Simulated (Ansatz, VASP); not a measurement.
# Cs in VASP and in Ansatz

```
Cs
1.0
     5.54213    0.00000    0.00000
    -2.77107    4.79963    0.00000
     0.00000    0.00000    9.09026
Cs
2
Direct
  0.33333 0.66667 0.25000
  0.66667 0.33333 0.75000
```

Alike in both runs: task single point; functional RPBE; k mesh 7 × 7 × 4; occupations fermi-dirac, width 0.1 eV; no spin polarisation.

|  | VASP | Ansatz |
| --- | --- | --- |
| version | VASP 6.6.1 | Ansatz 0.2.0 |
| potentials or method | VASP PAW PBE potentials, release 64 (Cs_sv), cutoff 520 eV | plane waves (420 eV) with PAW, scalar-relativistic |
| valence electrons in the cell | 18 | 18 |

|  | VASP | Ansatz | Ansatz less VASP |
| --- | --- | --- | --- |
| pressure (GPa) | 0.2 | 0.2 | +0.01 |

VASP's potentials were made for PBE, not for RPBE.

Neither program's run includes spin-orbit coupling.
